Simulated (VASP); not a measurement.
Set up this calculation in VASP 6.6.1, as the native input.

```yaml
Task: single point
Functional: PBEsol-based global hybrid with 25 % exact exchange
Potentials_or_basis: VASP PAW PBE potentials, release 64 (Al)
Cutoff: 520 eV
k_mesh: 6 × 6 × 6
Occupations: fermi-dirac, width 0.05 eV
Spin: no spin polarisation
Dipole_correction: no
Grid_for_exact_exchange_PRECFOCK: Normal
Share_of_exact_exchange: 0.25
Further_INCAR_settings: ALGO = Normal; EDIFF = 1e-06; NBANDS = 8
```

Crystal: Al.

```
Al
1.0
    -1.59122    1.59122    1.59122
     1.59122   -1.59122    1.59122
     1.59122    1.59122   -1.59122
Al
1
Direct
  0.00000 0.00000 0.00000
```

This isn't the form of Al at room conditions, which is fcc.

These files were run (other wordings do the same):

POSCAR

```
Al
1.0
   -1.5912186900      1.5912186900      1.5912186900
    1.5912186900     -1.5912186900      1.5912186900
    1.5912186900      1.5912186900     -1.5912186900
Al
1
Direct
    0.0000000000      0.0000000000      0.0000000000
```

INCAR.step1

```
SYSTEM = Al
PREC = Accurate
ENCUT = 520
EDIFF = 1E-5
ISMEAR = -1
SIGMA = 0.05
LREAL = .False.
LASPH = .True.
NELM = 60
ALGO = Normal
ISIF = 2
LWAVE = .True.
LCHARG = .False.
NBANDS = 8
GGA = PE
```

INCAR.step2

```
SYSTEM = Al
PREC = Accurate
ENCUT = 520
EDIFF = 1E-6
ISMEAR = -1
SIGMA = 0.05
LREAL = .False.
LASPH = .True.
NELM = 60
ALGO = Normal
ISIF = 2
LWAVE = .False.
LCHARG = .False.
GGA = PS
LHFCALC = .True.
AEXX = 0.25
PRECFOCK = Normal
NBANDS = 8
ISTART = 1
```

KPOINTS

```
Automatic mesh
0
Gamma
  6 6 6
  0 0 0
```

Potentials or basis: VASP PAW PBE potentials, release 64 (Al).

The run is started by

```sh
$ cat potpaw_PBE.64/Al/POTCAR > POTCAR
$ cp INCAR.step1 INCAR
$ mpirun -np 1 vasp_std > vasp.out
$ cp INCAR.step2 INCAR
$ mpirun -np 1 vasp_std > vasp.out
```

Results of the run:

| Item | Value |
| --- | --- |
| Pressure | 2.3 GPa |
| Band gap on the k mesh | zero (an odd number of electrons rules out a gap without spin polarisation) |

Caveat: the k points lie up to 0.47 Å⁻¹ apart, too coarse for converged energies and pressures of a metal; the PAW data sets were made with another functional, which shifts forces and pressure a little.

Wall time 110 s on 1 thread of AMD EPYC 7R13, on a shared host, peak memory 0.1 GiB.
